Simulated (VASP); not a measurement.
Input of a VASP 6.6.1 run:

INCAR

```
SYSTEM = LiSi16
ALGO     = Normal         ! electronic algorithm
EDIFF    = 1E-6           ! SCF threshold, eV
ENCUT    = 520            ! plane-wave cutoff, eV
GGA      = PE             ! functional
ISIF     = 2              ! what is computed and relaxed
ISMEAR   = 0              ! smearing method
LASPH    = .True.         ! aspherical terms in the spheres
LCHARG   = .False.        ! write CHGCAR
LREAL    = Auto         
LWAVE    = .False.        ! write WAVECAR
NBANDS   = 48             ! bands
NELECT   = 66.0         
NELM     = 80             ! most SCF steps
PREC     = Accurate       ! precision mode
SIGMA    = 0.02           ! smearing width, eV
```

KPOINTS

```
k-points
0
Gamma
  2 2 2
  0 0 0
```

The input POSCAR:

```
LiSi16
1.0
    0.0000000000      5.4300000000      5.4300000000
    5.4300000000      0.0000000000      5.4300000000
    5.4300000000      5.4300000000      0.0000000000
Si Li
16 1
Direct
    0.0011593923      0.0007024862      0.0010719153
    0.1253306630      0.1248995396      0.1252470534
    0.0011710866      0.0007257827      0.4977882136
    0.1233975138      0.1228986188      0.6272291897
    0.0011698895      0.4974424494      0.0010837017
    0.1233887661      0.6268578269      0.1232922652
   -0.0064251381      0.5021573665      0.5025413444
    0.1234099448      0.6268861878      0.6272432781
    0.4978713628      0.0007264273      0.0010857274
    0.6273168508      0.1229017495      0.1233045120
    0.5026562615     -0.0069794659      0.5025656538
    0.6273330571      0.1229363720      0.6272479742
    0.5026378453      0.5021630755     -0.0065334254
    0.6273297422      0.6268875691      0.1233183241
    0.5026734807      0.5022088398      0.5025841621
    0.6254284530      0.6248708103      0.6253194291
    0.3754566298      0.3748638122      0.3753409761
```

Potentials or basis: VASP PAW PBE potentials, release 64 (Si, Li_sv).

Launch:

```sh
$ cat potpaw_PBE.64/Si/POTCAR potpaw_PBE.64/Li_sv/POTCAR > POTCAR
$ mpirun -np 1 vasp_std > vasp.out
```

Task: Predict the largest force.

Result: 0.006 eV/Å.

Forces in eV/Å, atoms in the order of the input:
```
Si  -0.001 -0.001  0.000
Si   0.000 -0.002 -0.001
Si   0.000  0.001  0.000
Si   0.001  0.001  0.001
Si   0.001 -0.001  0.000
Si   0.000  0.001  0.000
Si   0.004 -0.004 -0.004
Si   0.000  0.001  0.000
Si   0.000  0.001  0.000
Si   0.000  0.001  0.001
Si  -0.003  0.003 -0.003
Si   0.000  0.003  0.000
Si  -0.004 -0.003  0.004
Si   0.000  0.001  0.001
Si   0.002  0.004  0.002
Si  -0.001 -0.004 -0.001
Li   0.000 -0.001  0.000
```

Caveat: the k points lie up to 0.50 Å⁻¹ apart; the cell carries a net charge on a neutralising background, which shifts energy and pressure.
